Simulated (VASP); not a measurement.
# GaSb3 (Fm-3m) in VASP: settings compared

Aim: see how the results for GaSb3 move with the level of theory and the settings. Levels: r2SCAN, PBE, LDA. Tasks: single point.

All numbers are computed with VASP 6.6.1; they aren't measurements. Logs are shortened: lines on timing, memory, paths and dates and some standing lists are left out, and cuts for length are marked.

## Step 1: The cell of the first run

The structure is cubic, space group Fm-3m (No. 225). Conventional cell: a = 7.559 Å, b = 7.559 Å, c = 7.559 Å, α = 90.00°, β = 90.00°, γ = 90.00°. Within 4.3 Å of Sb (site symmetry m-3m) lie 8 Sb at 3.27 Å and 6 Ga at 3.78 Å. Within 4.3 Å of Sb (site symmetry -43m) lie 4 Ga at 3.27 Å and 10 Sb at 3.27 to 3.78 Å. Ga (site symmetry m-3m) has 14 Sb at 3.27 to 3.78 Å within 4.3 Å.

## Step 2: Single point, r2SCAN

POSCAR reads:

```
GaSb3
1.0
    0.0000000000      3.7796874061      3.7796874061
    3.7796874061      0.0000000000      3.7796874061
    3.7796874061      3.7796874061      0.0000000000
Sb Ga
3 1
Direct
    0.5000000000      0.5000000000      0.5000000000
    0.7500000000      0.7500000000      0.7500000000
    0.2500000000      0.2500000000      0.2500000000
    0.0000000000      0.0000000000      0.0000000000
```

INCAR.step1 reads:

```
SYSTEM = GaSb3
  PREC = Accurate
  ENCUT = 550
  ISMEAR = -1
  SIGMA = 0.05
  LREAL = .FALSE.
  LASPH = .TRUE.
  NELM = 120
  NBANDS = 22
  GGA = PE
  ALGO = Normal
  EDIFF = 1E-5
  LWAVE = .TRUE.
  LCHARG = .FALSE.
  GGA_COMPAT = .FALSE.
```

INCAR.step2 reads:

```
SYSTEM = GaSb3
  PREC = Accurate
  ENCUT = 550
  EDIFF = 1E-6
  ISMEAR = -1
  SIGMA = 0.05
  LREAL = .FALSE.
  LASPH = .TRUE.
  NELM = 120
  ALGO = Normal
  ISIF = 2
  LWAVE = .FALSE.
  LCHARG = .TRUE.
  METAGGA = R2SCAN
  LMIXTAU = .TRUE.
  LELF = .TRUE.
  LVHAR = .TRUE.
  NBANDS = 22
  ISTART = 1
  GGA_COMPAT = .FALSE.
```

KPOINTS reads:

```
regular mesh
0
G
  6 6 6
  0 0 0
```

Potentials or basis: VASP PAW PBE potentials, release 64 (Sb, Ga_d).

On the command line:

```console
$ cat potpaw_PBE.64/Sb/POTCAR potpaw_PBE.64/Ga_d/POTCAR > POTCAR
$ cp INCAR.step1 INCAR
$ mpirun -np 1 vasp_std > vasp.out
$ cp INCAR.step2 INCAR
$ mpirun -np 1 vasp_std > vasp.out
```

OUTCAR:

```text
SYSTEM = GaSb3
   PREC = Accurate
   ENCUT = 550
   EDIFF = 1E-6
   ISMEAR = -1
   LREAL = .FALSE.
   LASPH = .TRUE.
   NELM = 120
   ISIF = 2
   METAGGA = R2SCAN
   ISTART = 1

 ion  position               nearest neighbor table
   1  0.500  0.500  0.500-   2 3.27   3 3.27   3 3.27   3 3.27   3 3.27   2 3.27   2 3.27   2 3.27

   2  0.750  0.750  0.750-   1 3.27   4 3.27   1 3.27   1 3.27   1 3.27   4 3.27   4 3.27   4 3.27
                             3 3.78   3 3.78   3 3.78   3 3.78   3 3.78   3 3.78
   3  0.250  0.250  0.250-   1 3.27   4 3.27   4 3.27   4 3.27   4 3.27   1 3.27   1 3.27   1 3.27
                             2 3.78   2 3.78   2 3.78   2 3.78   2 3.78   2 3.78
   4  0.000  0.000  0.000-   2 3.27   3 3.27   2 3.27   2 3.27   2 3.27   3 3.27   3 3.27   3 3.27

  LATTYP: Found a face centered cubic cell.
 ALAT       =     7.5593748122

  Lattice vectors:

 A1 = (   0.0000000000,   3.7796874061,   3.7796874061)
 A2 = (   3.7796874061,   0.0000000000,   3.7796874061)
 A3 = (   3.7796874061,   3.7796874061,   0.0000000000)

Analysis of symmetry for initial positions (statically):
=====================================================================
 Subroutine PRICEL returns:
 Original cell was already a primitive cell.

 Routine SETGRP: Setting up the symmetry group for a
 face centered cubic supercell.

 Subroutine GETGRP returns: Found 48 space group operations
 (whereof 48 operations were pure point group operations)
 out of a pool of 48 trial point group operations.

The static configuration has the point symmetry O_h .

Analysis of symmetry for dynamics (positions and initial velocities):
=====================================================================
 Subroutine PRICEL returns:
 Original cell was already a primitive cell.

 Routine SETGRP: Setting up the symmetry group for a
 face centered cubic supercell.

 Subroutine GETGRP returns: Found 48 space group operations
 (whereof 48 operations were pure point group operations)
 out of a pool of 48 trial point group operations.

The dynamic configuration has the point symmetry O_h .

 Subroutine INISYM returns: Found 48 space group operations
 (whereof 48 operations are pure point group operations),
 and found     1 'primitive' translations

----------------------------------------------------------------------------------------

                                     Primitive cell

[... 84 lines left out ...]
   NELM   =    120;   NELMIN=  2; NELMDL=  0     # of ELM steps
   EDIFF  = 0.1E-05   stopping-criterion for ELM
   LREAL  =      F    real-space projection
   EDIFFG = 0.1E-04   stopping-criterion for IOM
   NSW    =      0    number of steps for IOM
   IBRION =     -1    ionic relax: 0-MD 1-quasi-New 2-CG
   NFREE  =      0    steps in history (QN), initial steepest desc. (CG)
   ISIF   =      2    stress and relaxation
   ISYM   =      2    0-nonsym 1-usesym 2-fastsym
   POTIM  = 0.5000    time-step for ionic-motion
   TEBEG  =    0.0;   TEEND  =   0.0 temperature during run
   PSTRESS=    0.0 pullay stress
   NELECT =      28.0000    total number of electrons
   NUPDOWN=      -1.0000    fix difference up-down
   EMIN   =  10.00;   EMAX   =-10.00  energy-range for DOS
   EFERMI =   0.00;   METHOD = LEGACY
   ISMEAR =    -1;   SIGMA  =   0.05  broadening in eV -4-tet -1-fermi 0-gaus
   EFERMI_NEDOS =   21; number of points for ismear=-14 and -15
   IALGO  =     38    algorithm
   IMIX   =      4    mixing-type and parameters
     AMIX     =   0.40;   BMIX     =  1.00
     AMIX_MAG =   1.60;   BMIX_MAG =  1.00
  volume/ion in A,a.u.               =      27.00       182.19
  Fermi-wavevector in a.u.,A,eV,Ry     =   1.043907  1.972697 14.826825  1.089741
  Thomas-Fermi vector in A             =   2.178636
   LORBIT       =      0    0 simple, 1 ext, 2 COOP (PROOUT), +10 PAW based schemes
   METAGGA = R2SCAN    functional components
   LHFCALC =     F    Hartree Fock is set to
   AEXX    =    0.0000 exact exchange contribution
   IVDW    =     0    specifies the selected vdW correction
   LEPSILON=     F    determine dielectric tensor
   LRPA    =     F    only Hartree local field effects (RPA)
 non-spin polarized calculation
  energy-cutoff  :      550.00
  volume of cell :      107.99
 maximum number of plane-waves:      3178
 NGX is ok and might be reduce to    42
   NGX = 21   NGY = 21   NGZ = 21

 number of electron      27.9999992 magnetization

 Free energy of the ion-electron system (eV)
  ---------------------------------------------------
  ext. energy  EPLUGINS =         0.00000000
  ---------------------------------------------------
  free energy    TOTEN  =       -87.06845635 eV

  energy without entropy =      -87.03894850  energy(sigma->0) =      -87.05370242

 E-fermi :   7.0486     XC(G=0): -10.6223

 val. band max:        7.0165859664   @ k =   0.5000   0.1667   0.0000
 cond. band min:       7.1386098623   @ k =   0.3333   0.1667   0.0000
 fundamental gap:      0.1220238959
 Fermi energy:         7.0486403549

 k-point     1 :       0.0000    0.0000    0.0000
  band No.  band energies     occupation
      1      -8.5037      2.00000
      2      -8.5037      2.00000
      3      -8.5037      2.00000
      4      -8.4913      2.00000
      5      -8.4913      2.00000
      6      -5.8014      2.00000
[... 389 lines left out ...]
     21      11.4559      0.00000
     22      14.4875      0.00000

------------------------ aborting loop because EDIFF is reached ----------------------------------------

  FORCE on cell =-STRESS in cart. coord.  units (eV):
  Direction    XX          YY          ZZ          XY          YZ          ZX
  --------------------------------------------------------------------------------------
  -------------------------------------------------------------------------------------
  Total       -2.1806418     -2.1806418     -2.1806418      0.0000000      0.0000000      0.0000000
  in kB      -32.3517118    -32.3517118    -32.3517118      0.0000000      0.0000000      0.0000000
  external PRESSURE =     -32.3517118 kB  Pullay stress =       0.0000000 kB

 VOLUME and BASIS-vectors are now :
 -----------------------------------------------------------------------------
  energy-cutoff  :      550.00
  volume of cell :      107.99
      direct lattice vectors                 reciprocal lattice vectors
     0.000000000  3.779687406  3.779687406    -0.132286072  0.132286072  0.132286072
     3.779687406  0.000000000  3.779687406     0.132286072 -0.132286072  0.132286072
     3.779687406  3.779687406  0.000000000     0.132286072  0.132286072 -0.132286072

 POSITION                                       TOTAL-FORCE (eV/Angst)
 -----------------------------------------------------------------------------------
      3.77969      3.77969      3.77969         0.000000     -0.000000      0.000000
      5.66953      5.66953      5.66953         0.000000      0.000000      0.000000
      1.88984      1.88984      1.88984        -0.000000     -0.000000     -0.000000
      0.00000      0.00000      0.00000         0.000000     -0.000000      0.000000
 -----------------------------------------------------------------------------------
    total drift:                               -0.000000      0.000000      0.000000

  FREE ENERGIE OF THE ION-ELECTRON SYSTEM (eV)
  ---------------------------------------------------
  free  energy   TOTEN  =       -87.0684563461 eV

  energy  without entropy=      -87.0389485021  energy(sigma->0) =      -87.05370242
```

OUTCAR.step1:

```text
SYSTEM = GaSb3
   PREC = Accurate
   ENCUT = 550
   ISMEAR = -1
   LREAL = .FALSE.
   LASPH = .TRUE.
[... 620 lines left out ...]
      5.66953      5.66953      5.66953        -0.000000     -0.000000     -0.000000
      1.88984      1.88984      1.88984         0.000000      0.000000      0.000000
      0.00000      0.00000      0.00000        -0.000000     -0.000000     -0.000000
 -----------------------------------------------------------------------------------
    total drift:                               -0.000000      0.000000      0.000000

  FREE ENERGIE OF THE ION-ELECTRON SYSTEM (eV)
  ---------------------------------------------------
  free  energy   TOTEN  =       -14.4157498806 eV

  energy  without entropy=      -14.3826205755  energy(sigma->0) =      -14.39918523
```

Run time: 3.9 min. Hardware: 1 thread of Intel Xeon 6975P-C, shared host; peak memory 0.3 GiB.

Results:

```
Free energy            : -87.0685 eV
Pressure               : -3.2 GPa
Band gap on the k mesh : zero (band 14 reaches 8.12 eV, above the bottom of band 15 at 4.51 eV)
```

Caveat: the PAW data sets were made with another functional, which shifts forces and pressure a little; spin-orbit coupling is left out, which moves the levels of the heavy elements.

## Step 3: Single point, PBE

This run uses another cell than the first one, of 24.40 Å³/atom, 0.904 times its volume.

INCAR reads:

```
ALGO = Normal
EDIFF = 1E-6
ENCUT = 500
GGA = PE
GGA_COMPAT = F
ISIF = 2
ISMEAR = -1
LASPH = T
LCHARG = F
LREAL = F
LWAVE = F
NBANDS = 22
NELM = 120
PREC = Accurate
SIGMA = 0.05
```

KPOINTS reads:

```
k-points
0
Gamma
  6 6 6
```

POSCAR reads:

```
GaSb3
1.0
    0.0000000000      3.6544390392      3.6544390392
    3.6544390392      0.0000000000      3.6544390392
    3.6544390392      3.6544390392      0.0000000000
Sb Ga
3 1
Direct
    0.5000000000      0.5000000000      0.5000000000
    0.7500000000      0.7500000000      0.7500000000
    0.2500000000      0.2500000000      0.2500000000
    0.0000000000      0.0000000000      0.0000000000
```

Potentials or basis: VASP PAW PBE potentials, release 64 (Sb, Ga_d).

On the command line:

```console
$ cat potpaw_PBE.64/Sb/POTCAR potpaw_PBE.64/Ga_d/POTCAR > POTCAR
$ mpirun -np 1 vasp_std > vasp.out
```

OUTCAR:

```text
EDIFF = 1E-6
   ENCUT = 500
   GGA = PE
   ISIF = 2
   ISMEAR = -1
   LASPH = T
   LREAL = F
   NELM = 120
   PREC = Accurate

 ion  position               nearest neighbor table
   1  0.500  0.500  0.500-   3 3.16   3 3.16   3 3.16   2 3.16   3 3.16   2 3.16   2 3.16   2 3.16

   2  0.750  0.750  0.750-   1 3.16   1 3.16   1 3.16   1 3.16   4 3.16   4 3.16   4 3.16   4 3.16
                             3 3.65   3 3.65   3 3.65   3 3.65   3 3.65   3 3.65
   3  0.250  0.250  0.250-   4 3.16   4 3.16   4 3.16   1 3.16   4 3.16   1 3.16   1 3.16   1 3.16
                             2 3.65   2 3.65   2 3.65   2 3.65   2 3.65   2 3.65
   4  0.000  0.000  0.000-   2 3.16   2 3.16   2 3.16   2 3.16   3 3.16   3 3.16   3 3.16   3 3.16

  LATTYP: Found a face centered cubic cell.
 ALAT       =     7.3088780784

  Lattice vectors:

 A1 = (   0.0000000000,   3.6544390392,   3.6544390392)
 A2 = (   3.6544390392,   0.0000000000,   3.6544390392)
 A3 = (   3.6544390392,   3.6544390392,   0.0000000000)

Analysis of symmetry for initial positions (statically):
=====================================================================
 Subroutine PRICEL returns:
 Original cell was already a primitive cell.

 Routine SETGRP: Setting up the symmetry group for a
 face centered cubic supercell.

 Subroutine GETGRP returns: Found 48 space group operations
 (whereof 48 operations were pure point group operations)
 out of a pool of 48 trial point group operations.

The static configuration has the point symmetry O_h .

Analysis of symmetry for dynamics (positions and initial velocities):
=====================================================================
 Subroutine PRICEL returns:
 Original cell was already a primitive cell.

 Routine SETGRP: Setting up the symmetry group for a
 face centered cubic supercell.

 Subroutine GETGRP returns: Found 48 space group operations
 (whereof 48 operations were pure point group operations)
 out of a pool of 48 trial point group operations.

[... 113 lines left out ...]
   IMIX   =      4    mixing-type and parameters
     AMIX     =   0.40;   BMIX     =  1.00
     AMIX_MAG =   1.60;   BMIX_MAG =  1.00
  volume/ion in A,a.u.               =      24.40       164.68
  Fermi-wavevector in a.u.,A,eV,Ry     =   1.079684  2.040307 15.860559  1.165718
  Thomas-Fermi vector in A             =   2.215656
   LORBIT       =      0    0 simple, 1 ext, 2 COOP (PROOUT), +10 PAW based schemes
   GGA     = PE    functional components
   LHFCALC =     F    Hartree Fock is set to
   AEXX    =    0.0000 exact exchange contribution
   IVDW    =     0    specifies the selected vdW correction
   LEPSILON=     F    determine dielectric tensor
   LRPA    =     F    only Hartree local field effects (RPA)
 non-spin polarized calculation
  energy-cutoff  :      500.00
  volume of cell :       97.61
 maximum number of plane-waves:      2505
 NGX is ok and might be reduce to    40
   NGX = 19   NGY = 19   NGZ = 19

 number of electron      27.9999995 magnetization

 Free energy of the ion-electron system (eV)
  ---------------------------------------------------
  ext. energy  EPLUGINS =         0.00000000
  ---------------------------------------------------
  free energy    TOTEN  =       -14.41712216 eV

  energy without entropy =      -14.38309215  energy(sigma->0) =      -14.40010715

 E-fermi :   8.3547     XC(G=0): -10.4681

 val. band max:        8.3161171595   @ k =   0.5000   0.0000   0.0000
 cond. band min:       8.3719438440   @ k =   0.3333   0.1667   0.0000
 fundamental gap:      0.0558266845
 Fermi energy:         8.3546619137

 k-point     1 :       0.0000    0.0000    0.0000
  band No.  band energies     occupation
      1      -6.6956      2.00000
      2      -6.6956      2.00000
      3      -6.6956      2.00000
      4      -6.6802      2.00000
      5      -6.6802      2.00000
      6      -4.6867      2.00000
[... 389 lines left out ...]
     21      12.6983      0.00000
     22      15.4505      0.00000

------------------------ aborting loop because EDIFF is reached ----------------------------------------

  FORCE on cell =-STRESS in cart. coord.  units (eV):
  Direction    XX          YY          ZZ          XY          YZ          ZX
  --------------------------------------------------------------------------------------
  -------------------------------------------------------------------------------------
  Total        1.6574003      1.6574003      1.6574003      0.0000000      0.0000000      0.0000000
  in kB       27.2048190     27.2048190     27.2048190      0.0000000      0.0000000      0.0000000
  external PRESSURE =      27.2048190 kB  Pullay stress =       0.0000000 kB

 VOLUME and BASIS-vectors are now :
 -----------------------------------------------------------------------------
  energy-cutoff  :      500.00
  volume of cell :       97.61
      direct lattice vectors                 reciprocal lattice vectors
     0.000000000  3.654439039  3.654439039    -0.136819904  0.136819904  0.136819904
     3.654439039  0.000000000  3.654439039     0.136819904 -0.136819904  0.136819904
     3.654439039  3.654439039  0.000000000     0.136819904  0.136819904 -0.136819904

 POSITION                                       TOTAL-FORCE (eV/Angst)
 -----------------------------------------------------------------------------------
      3.65444      3.65444      3.65444        -0.000000      0.000000      0.000000
      5.48166      5.48166      5.48166        -0.000000     -0.000000     -0.000000
      1.82722      1.82722      1.82722         0.000000      0.000000      0.000000
      0.00000      0.00000      0.00000        -0.000000      0.000000      0.000000
 -----------------------------------------------------------------------------------
    total drift:                               -0.000000      0.000000      0.000000

  FREE ENERGIE OF THE ION-ELECTRON SYSTEM (eV)
  ---------------------------------------------------
  free  energy   TOTEN  =       -14.4171221613 eV

  energy  without entropy=      -14.3830921480  energy(sigma->0) =      -14.40010715
```

OSZICAR:

```text
N       E                     dE             d eps       ncg     rms          rms(c)
DAV:   1     0.158751463497E+03    0.15875E+03   -0.11387E+04   736   0.133E+03
DAV:   2     0.887155061602E+00   -0.15786E+03   -0.15175E+03   780   0.321E+02
DAV:   3    -0.140231804254E+02   -0.14910E+02   -0.14561E+02   824   0.818E+01
DAV:   4    -0.144374202497E+02   -0.41424E+00   -0.41188E+00   796   0.142E+01
DAV:   5    -0.144471390004E+02   -0.97188E-02   -0.97167E-02   848   0.227E+00    0.355E+00
DAV:   6    -0.144242440259E+02    0.22895E-01   -0.38889E-02   900   0.200E+00    0.197E+00
DAV:   7    -0.144173304071E+02    0.69136E-02   -0.21405E-02   856   0.100E+00    0.182E-01
DAV:   8    -0.144170879289E+02    0.24248E-03   -0.18132E-03   856   0.411E-01    0.796E-02
DAV:   9    -0.144171194887E+02   -0.31560E-04   -0.17330E-04   848   0.873E-02    0.212E-02
DAV:  10    -0.144171220330E+02   -0.25443E-05   -0.12015E-05   814   0.350E-02    0.636E-03
DAV:  11    -0.144171221613E+02   -0.12825E-06   -0.11918E-06   582   0.779E-03
   1 F= -.14417122E+02 E0= -.14400107E+02  d E =-.340300E-01
```

Wall time 64 s (1 thread of Intel Xeon 8259CL, shared host); peak memory 0.25 GiB.

Results:

| Property | Result |
| --- | --- |
| Free energy | -14.4171 eV |
| Pressure | 2.7 GPa |
| Band gap on the k mesh | zero (band 14 reaches 9.58 eV, above the bottom of band 15 at 5.65 eV) |

Caveat: spin-orbit coupling is left out, which moves the levels of the heavy elements.

(Part 1 of 2 ends here.)
